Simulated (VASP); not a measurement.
# Hf3Si2N (P-6m2) in VASP: further runs

Hf3Si2N is run at these levels: PBE; tasks: relaxation of cell and atoms, single point.

Program: VASP 6.6.1. These are calculated values, not measurements. Logs are shortened: lines on timing, memory, paths and dates and some standing lists are left out, and cuts for length are marked.

### 1 The cell of the first run

It takes space group P-6m2 (No. 187, hexagonal). Conventional cell: a = 4.464 Å, b = 4.464 Å, c = 5.638 Å, α = 90.00°, β = 90.00°, γ = 120.00°. Hf (site symmetry -6m2) has 3 Hf at 2.58 Å and 2 N at 2.82 Å and 6 Si at 2.91 Å within 3.4 Å. Within 3.4 Å of Hf (site symmetry -6m2) lie 3 N at 2.58 Å and 2 Hf at 2.82 Å and 6 Si at 2.96 Å. Hf (site symmetry -6m2) has 5 Hf at 2.58 to 2.82 Å and 6 Si at 2.91 Å within 3.4 Å. Si (site symmetry 3m) has 2 Si at 2.71 to 2.92 Å and 9 Hf at 2.91 to 2.96 Å and 3 N at 2.96 Å within 3.6 Å. Within 3.4 Å of N (site symmetry -6m2) lie 5 Hf at 2.58 to 2.82 Å and 6 Si at 2.96 Å.

The cell was built from a structure type or drawn by symmetry, and may not be a known phase.

### 2 Relaxation of cell and atoms, PBE

File INCAR:

```
SYSTEM = Hf3Si2N
PREC = Accurate
ENCUT = 600
EDIFF = 1E-6
ISMEAR = 0
SIGMA = 0.1
LREAL = .False.
LASPH = .True.
NELM = 80
ALGO = Normal
ISIF = 3
LWAVE = .False.
LCHARG = .False.
GGA = PE
IBRION = 2
NSW = 90
EDIFFG = -0.04
```

File KPOINTS:

```
regular mesh
0
Gamma
  6 6 4
  0 0 0
```

File POSCAR:

```
Hf3Si2N
1.0
    4.4643053879      0.0000000000      0.0000000000
   -2.2321526940      3.8662018762      0.0000000000
    0.0000000000      0.0000000000      5.6375193940
Hf Si N
3 2 1
Direct
    0.6666666667      0.3333333333      0.5000000000
    0.0000000000      0.0000000000      0.0000000000
    0.0000000000      0.0000000000      0.5000000000
    0.3333333333      0.6666666667      0.2593256336
    0.3333333333      0.6666666667      0.7406743664
    0.6666666667      0.3333333333      0.0000000000
```

Potentials or basis: VASP PAW PBE potentials, release 64 (Hf_pv, Si, N).

The run is started by

```bash
$ cat potpaw_PBE.64/Hf_pv/POTCAR potpaw_PBE.64/Si/POTCAR potpaw_PBE.64/N/POTCAR > POTCAR
$ mpirun -np 1 vasp_std > vasp.out
```

OUTCAR:

```text
SYSTEM = Hf3Si2N
   PREC = Accurate
   ENCUT = 600
   EDIFF = 1E-6
   ISMEAR = 0
   LREAL = .False.
   LASPH = .True.
   NELM = 80
   ISIF = 3
   GGA = PE
   IBRION = 2
   NSW = 90
   EDIFFG = -0.04

 ion  position               nearest neighbor table
   1  0.667  0.333  0.500-   3 2.58   3 2.58   3 2.58   6 2.82   6 2.82   5 2.91   4 2.91   5 2.91
                             4 2.91   5 2.91   4 2.91   2 3.82   2 3.82   2 3.82   2 3.82   2 3.82
   2  0.000  0.000  0.000-   6 2.58   6 2.58   6 2.58   3 2.82   3 2.82   5 2.96   4 2.96   4 2.96
                             5 2.96   4 2.96   5 2.96   1 3.82   1 3.82   1 3.82   1 3.82   1 3.82
   3  0.000  0.000  0.500-   1 2.58   1 2.58   1 2.58   2 2.82   2 2.82   4 2.91   5 2.91   4 2.91
                             5 2.91   4 2.91   5 2.91
   4  0.333  0.667  0.259-   5 2.71   1 2.91   1 2.91   3 2.91   3 2.91   3 2.91   1 2.91   5 2.92
                             2 2.96   2 2.96   2 2.96
   5  0.333  0.667  0.741-   4 2.71   1 2.91   1 2.91   3 2.91   3 2.91   3 2.91   1 2.91   4 2.92
                             2 2.96   2 2.96   2 2.96
   6  0.667  0.333  0.000-   2 2.58   2 2.58   2 2.58   1 2.82   1 2.82

  LATTYP: Found a hexagonal cell.
 ALAT       =     4.4643053879
 C/A-ratio  =     1.2627987792

  Lattice vectors:

 A1 = (   4.4643053879,   0.0000000000,   0.0000000000)
 A2 = (  -2.2321526940,   3.8662018762,   0.0000000000)
 A3 = (   0.0000000000,   0.0000000000,   5.6375193940)

Analysis of symmetry for initial positions (statically):
=====================================================================
 Subroutine PRICEL returns:
 Original cell was already a primitive cell.

 Routine SETGRP: Setting up the symmetry group for a
 hexagonal supercell.

 Subroutine GETGRP returns: Found 12 space group operations
 (whereof 12 operations were pure point group operations)
 out of a pool of 24 trial point group operations.

The static configuration has the point symmetry D_3h.

Analysis of symmetry for dynamics (positions and initial velocities):
=====================================================================
 Subroutine PRICEL returns:
 Original cell was already a primitive cell.

 Routine SETGRP: Setting up the symmetry group for a
 hexagonal supercell.

 Subroutine GETGRP returns: Found 12 space group operations
 (whereof 12 operations were pure point group operations)
 out of a pool of 24 trial point group operations.

The dynamic configuration has the point symmetry D_3h.

 Subroutine INISYM returns: Found 12 space group operations
 (whereof 12 operations are pure point group operations),
 and found     1 'primitive' translations

----------------------------------------------------------------------------------------

                                     Primitive cell

  volume of cell :      97.3031

  direct lattice vectors                    reciprocal lattice vectors
     4.464305388  0.000000000  0.000000000     0.223999013  0.129325890  0.000000000
    -2.232152694  3.866201876  0.000000000     0.000000000  0.258651781  0.000000000
     0.000000000  0.000000000  5.637519394     0.000000000  0.000000000  0.177382982

  length of vectors
     4.464305388  4.464305388  5.637519394     0.258651781  0.258651781  0.177382982

  position of ions in fractional coordinates (direct lattice)
     0.666666667  0.333333333  0.500000000
     0.000000000  0.000000000  0.000000000
     0.000000000  0.000000000  0.500000000
     0.333333333  0.666666667  0.259325634
     0.333333333  0.666666667  0.740674366
     0.666666667  0.333333333  0.000000000

  ion indices of the primitive-cell ions
   primitive index   ion index
                 1           1
                 2           2
                 3           3
                 4           4
                 5           5
                 6           6

----------------------------------------------------------------------------------------

 KPOINTS: regular mesh

Automatic generation of k-mesh.
 Grid dimensions read from file:
 generate k-points for:    6    6    4

 Generating k-lattice:

  Cartesian coordinates                     Fractional coordinates (reciprocal lattice)
     0.037333169  0.021554315  0.000000000     0.166666667  0.000000000  0.000000000
     0.000000000  0.043108630  0.000000000     0.000000000  0.166666667  0.000000000
     0.000000000  0.000000000  0.044345745     0.000000000  0.000000000  0.250000000

  Length of vectors
     0.043108630  0.043108630  0.044345745

  Shift w.r.t. Gamma in fractional coordinates (k-lattice)
     0.000000000  0.000000000  0.000000000

 Subroutine IBZKPT returns following result:
 ===========================================

 Found     21 irreducible k-points:

 Following reciprocal coordinates:
            Coordinates               Weight
  0.000000  0.000000  0.000000      1.000000
  0.166667 -0.000000  0.000000      6.000000
  0.333333 -0.000000  0.000000      6.000000
  0.500000 -0.000000  0.000000      3.000000
  0.166667  0.166667  0.000000      6.000000
  0.333333  0.166667  0.000000     12.000000
[... 13 lines left out ...]
  0.333333  0.166667  0.500000     12.000000
  0.333333  0.333333  0.500000      2.000000
   k-points           NKPTS =     21   k-points in BZ     NKDIM =     21   number of bands    NBANDS=     25
   number of dos      NEDOS =    301   number of ions     NIONS =      6
   total plane-waves  NPLWV =  62208
   dimension x,y,z NGX =    36 NGY =   36 NGZ =   48
   dimension x,y,z NGXF=    72 NGYF=   72 NGZF=   96
   ions per type =               3   2   1
   NGX,Y,Z   is equivalent  to a cutoff of  13.41, 13.41, 14.15 a.u.
   NGXF,Y,Z  is equivalent  to a cutoff of  26.81, 26.81, 28.31 a.u.
 SYSTEM =  Hf3Si2N
   PREC   = accura    normal or accurate (medium, high low for compatibility)
   ISTART =      0    job   : 0-new  1-cont  2-samecut
   ICHARG =      2    charge: 1-file 2-atom 10-const
   ISPIN  =      1    spin polarized calculation?
   LNONCOLLINEAR =      F non collinear calculations
   LSORBIT =      F    spin-orbit coupling
   LASPH  =      T    aspherical Exc in radial PAW
   ENCUT  =  600.0 eV  44.10 Ry    6.64 a.u.   8.92  8.92 11.26*2*pi/ulx,y,z
   NELM   =     80;   NELMIN=  2; NELMDL= -5     # of ELM steps
   EDIFF  = 0.1E-05   stopping-criterion for ELM
   LREAL  =      F    real-space projection
   EDIFFG = -.4E-01   stopping-criterion for IOM
   NSW    =     90    number of steps for IOM
   IBRION =      2    ionic relax: 0-MD 1-quasi-New 2-CG
   NFREE  =      1    steps in history (QN), initial steepest desc. (CG)
   ISIF   =      3    stress and relaxation
   ISYM   =      2    0-nonsym 1-usesym 2-fastsym
   POTIM  = 0.5000    time-step for ionic-motion
   TEBEG  =    0.0;   TEEND  =   0.0 temperature during run
   PSTRESS=    0.0 pullay stress
   NELECT =      43.0000    total number of electrons
   NUPDOWN=      -1.0000    fix difference up-down
   EMIN   =  10.00;   EMAX   =-10.00  energy-range for DOS
   EFERMI =   0.00;   METHOD = LEGACY
   ISMEAR =     0;   SIGMA  =   0.10  broadening in eV -4-tet -1-fermi 0-gaus
   EFERMI_NEDOS =   21; number of points for ismear=-14 and -15
   IALGO  =     38    algorithm
   IMIX   =      4    mixing-type and parameters
     AMIX     =   0.40;   BMIX     =  1.00
     AMIX_MAG =   1.60;   BMIX_MAG =  1.00
  volume/ion in A,a.u.               =      16.22       109.44
  Fermi-wavevector in a.u.,A,eV,Ry     =   1.246969  2.356429 21.156114  1.554931
  Thomas-Fermi vector in A             =   2.381122
   LORBIT       =      0    0 simple, 1 ext, 2 COOP (PROOUT), +10 PAW based schemes
   GGA     = PE    functional components
   LHFCALC =     F    Hartree Fock is set to
   AEXX    =    0.0000 exact exchange contribution
   IVDW    =     0    specifies the selected vdW correction
   LEPSILON=     F    determine dielectric tensor
   LRPA    =     F    only Hartree local field effects (RPA)
 conjugate gradient relaxation of ions
 non-spin polarized calculation
 Gauss-broadening in eV      SIGMA  =   0.10
  energy-cutoff  :      600.00
  volume of cell :       97.30
 maximum number of plane-waves:      3264
 NGX is ok and might be reduce to    36

--------------------------------------- Ionic step        1  -------------------------------------------

 number of electron      42.9999995 magnetization

 Free energy of the ion-electron system (eV)
  ---------------------------------------------------
  ext. energy  EPLUGINS =         0.00000000
  ---------------------------------------------------
  free energy    TOTEN  =       -47.21656917 eV

  energy without entropy =      -47.20435472  energy(sigma->0) =      -47.21046195

------------------------ aborting loop because EDIFF is reached ----------------------------------------

  FORCE on cell =-STRESS in cart. coord.  units (eV):
  Direction    XX          YY          ZZ          XY          YZ          ZX
  --------------------------------------------------------------------------------------
  -------------------------------------------------------------------------------------
  Total        0.7619391      0.7619391     -2.1967693     -0.0000000      0.0000000      0.0000000
  in kB       12.5459729     12.5459729    -36.1716698     -0.0000000      0.0000000      0.0000000
  external PRESSURE =      -3.6932413 kB  Pullay stress =       0.0000000 kB

 VOLUME and BASIS-vectors are now :
 -----------------------------------------------------------------------------
  energy-cutoff  :      600.00
  volume of cell :       97.30
      direct lattice vectors                 reciprocal lattice vectors
     4.464305388  0.000000000  0.000000000     0.223999013  0.129325890  0.000000000
    -2.232152694  3.866201876  0.000000000     0.000000000  0.258651781  0.000000000
     0.000000000  0.000000000  5.637519394     0.000000000  0.000000000  0.177382982
[... 241 lines left out ...]
 POSITION                                       TOTAL-FORCE (eV/Angst)
 -----------------------------------------------------------------------------------
      2.25690      1.30302      2.74600         0.000000      0.000000     -0.000000
      0.00000      0.00000      0.00000        -0.000000     -0.000000      0.000000
     -2.25690      3.90907      2.74600         0.000000     -0.000000      0.000000
     -0.00000      2.60605      1.43181         0.000000      0.000000     -0.054531
     -0.00000      2.60605      4.06019        -0.000000     -0.000000      0.054531
      2.25690      1.30302      5.49201        -0.000000      0.000000      0.000000
 -----------------------------------------------------------------------------------
    total drift:                               -0.000000      0.000000      0.000000

  FREE ENERGIE OF THE ION-ELECTRON SYSTEM (eV)
  ---------------------------------------------------
  free  energy   TOTEN  =       -47.2564693008 eV

  energy  without entropy=      -47.2428936210  energy(sigma->0) =      -47.24968146

--------------------------------------- Ionic step        8  -------------------------------------------

 number of electron      42.9999997 magnetization

 Free energy of the ion-electron system (eV)
  ---------------------------------------------------
  ext. energy  EPLUGINS =         0.00000000
  ---------------------------------------------------
  free energy    TOTEN  =       -47.25717508 eV

  energy without entropy =      -47.24462456  energy(sigma->0) =      -47.25089982

 E-fermi :   6.7740     XC(G=0): -11.5963

 val. band max:        6.7303656757   @ k =   0.3333   0.1667   0.2500
 cond. band min:       6.8512827915   @ k =   0.5000  -0.0000   0.5000
 fundamental gap:      0.1209171159
 Fermi energy:         6.7739747476

 k-point     1 :       0.0000    0.0000    0.0000
  band No.  band energies     occupation
      1     -24.5779      2.00000
      2     -24.5497      2.00000
      3     -24.5497      2.00000
      4     -24.1769      2.00000
      5     -24.1769      2.00000
      6     -23.9397      2.00000
[... 17 lines left out ...]
     24       8.4166      0.00000
     25       8.4166      0.00000
[... 580 lines left out ...]
 POSITION                                       TOTAL-FORCE (eV/Angst)
 -----------------------------------------------------------------------------------
      2.25758      1.30341      2.73911         0.000000     -0.000000     -0.000000
     -2.25758      3.91024      0.00000         0.000000     -0.000000      0.000000
     -0.00000     -0.00000      2.73911         0.000000     -0.000000      0.000000
     -0.00000      2.60683      1.41580        -0.000000     -0.000000      0.008485
     -0.00000      2.60683      4.06242         0.000000      0.000000     -0.008485
      2.25758      1.30341     -0.00000        -0.000000      0.000000      0.000000
 -----------------------------------------------------------------------------------
    total drift:                               -0.000000      0.000000      0.000000

  FREE ENERGIE OF THE ION-ELECTRON SYSTEM (eV)
  ---------------------------------------------------
  free  energy   TOTEN  =       -47.2571750766 eV

  energy  without entropy=      -47.2446245591  energy(sigma->0) =      -47.25089982

 reached required accuracy - stopping structural energy minimisation
```

Wall time 3.5 min (1 thread of AMD EPYC 9R14 (Zen 4), shared host); peak memory 0.25 GiB.

Results:

- Free energy: -47.2572 eV
- Relaxed volume: 16.12 Å³/atom
- Relaxed cell: a = 4.515 Å, b = 4.515 Å, c = 5.478 Å, α = 90.00°, β = 90.00°, γ = 120.00°
- Space group after relaxing (to 0.1 Å): P-6m2 (No. 187)
- Energy gained by relaxing: 6.8 meV/atom
- Ionic steps: 8
- Pressure after relaxing: 0.0 GPa
- Largest force after relaxing: 0.008 eV/Å
- Band gap on the k mesh: zero (an odd number of electrons rules out a gap without spin polarisation)

Forces in eV/Å, atoms in the order of the input:
```
Hf   0.000  0.000  0.000
Hf   0.000  0.000  0.000
Hf   0.000  0.000  0.000
Si   0.000  0.000  0.008
Si   0.000  0.000 -0.008
N    0.000  0.000  0.000
```

The path:
```tsv
step	energy change (eV)	largest force (eV/Å)	pressure (GPa)	volume (Å³)
1	0.0000	0.2183	-0.37	97.30
2	-0.0349	0.0017	0.19	96.76
3	-0.0382	0.0852	0.46	96.54
4	-0.0382	0.0913	0.49	96.52
5	-0.0389	0.0656	-0.49	97.22
6	-0.0392	0.0747	-0.15	96.97
7	-0.0399	0.0545	-0.11	96.91
8	-0.0406	0.0085	0.03	96.72
```

Final structure:
```
CELL_PARAMETERS angstrom
4.51516 0.00000 0.00000
-2.25758 3.91024 0.00000
0.00000 0.00000 5.47821
ATOMIC_POSITIONS crystal
Hf 0.66667 0.33333 0.50000
Hf 0.00000 0.00000 0.00000
Hf 0.00000 0.00000 0.50000
Si 0.33333 0.66667 0.25844
Si 0.33333 0.66667 0.74156
N 0.66667 0.33333 0.00000
```

Levels at points of the mesh, in eV from the Fermi level:
| k point | band 19 | band 20 | band 21 | band 22 | band 23 | band 24 |
| --- | --- | --- | --- | --- | --- | --- |
| (0.00, 0.00, 0.00) | -2.06 | -2.06 | -0.78 | -0.48 | -0.48 | 1.64 |
| (0.50, 0.00, 0.00) | -1.87 | -1.36 | -0.89 | 0.22 | 0.66 | 1.85 |
| (0.00, 0.00, 0.50) | -1.24 | -0.41 | 0.29 | 0.40 | 0.40 | 0.86 |
| (0.50, 0.00, 0.50) | -1.33 | -0.91 | -0.45 | -0.40 | 0.08 | 1.19 |

Caveat: spin-orbit coupling is left out, which moves the levels of the heavy elements.

### 3 Single point, PBE

This run uses another cell than the first one, of the same volume but with other edges.

File INCAR:

```
  PREC = Accurate
  ENCUT = 520
  EDIFF = 1E-6
  ISMEAR = 0
  SIGMA = 0.1
  LREAL = F
  LASPH = T
  NELM = 80
  ALGO = Normal
  ISIF = 2
  LWAVE = F
  LCHARG = F
  GGA = PE
  NBANDS = 30
```

File KPOINTS:

```
regular mesh
0
Gamma
  12 12 8
```

File POSCAR:

```
Hf3Si2N
1.0
    4.5165428458      0.0000000000      0.0000000000
   -2.2582714229      3.9114408417      0.0000000000
    0.0000000000      0.0000000000      5.5159514678
Hf Si N
3 2 1
Direct
    0.6666666667      0.3333333333      0.5000000000
    0.0000000000      0.0000000000      0.0000000000
    0.0000000000      0.0000000000      0.5000000000
    0.3333333333      0.6666666667      0.2597951094
    0.3333333333      0.6666666667      0.7402048906
    0.6666666667      0.3333333333      0.0000000000
```

Potentials or basis: VASP PAW PBE potentials, release 64 (Hf_pv, Si, N).

The run is started by

```bash
$ cat potpaw_PBE.64/Hf_pv/POTCAR potpaw_PBE.64/Si/POTCAR potpaw_PBE.64/N/POTCAR > POTCAR
$ mpirun -np 1 vasp_std > vasp.out
```

Wall time 3.1 min (1 thread of AMD EPYC 9R14 (Zen 4), shared host); peak memory 0.36 GiB.

It converged, with:

```yaml
Free_energy: -47.2457 eV
Pressure: -0.6 GPa
Largest_force: 0.015 eV/Å
Band_gap_on_the_k_mesh: zero (an odd number of electrons rules out a gap without spin polarisation)
```

Forces on the atoms (eV/Å):
```
Hf   0.000  0.000  0.000
Hf   0.000  0.000  0.000
Hf   0.000  0.000  0.000
Si   0.000  0.000 -0.015
Si   0.000  0.000  0.015
N    0.000  0.000  0.000
```

Stress tensor (GPa, compression positive):
```
-0.59  0.00  0.00
 0.00 -0.59  0.00
 0.00  0.00 -0.50
```

Levels at points of the mesh, in eV from the Fermi level:
```tsv
k point	band 18	band 19	band 20	band 21	band 22	band 23	band 24	band 25
(0.00, 0.00, 0.00)	-2.11	-2.04	-2.04	-0.76	-0.46	-0.46	1.64	1.64
(0.50, 0.00, 0.00)	-2.21	-1.84	-1.32	-0.88	0.23	0.68	1.83	2.17
(0.00, 0.00, 0.50)	-1.20	-1.20	-0.41	0.26	0.42	0.42	0.84	0.84
(0.50, 0.00, 0.50)	-1.40	-1.31	-0.90	-0.43	-0.38	0.04	1.15	1.41
```

Caveat: spin-orbit coupling is left out, which moves the levels of the heavy elements.
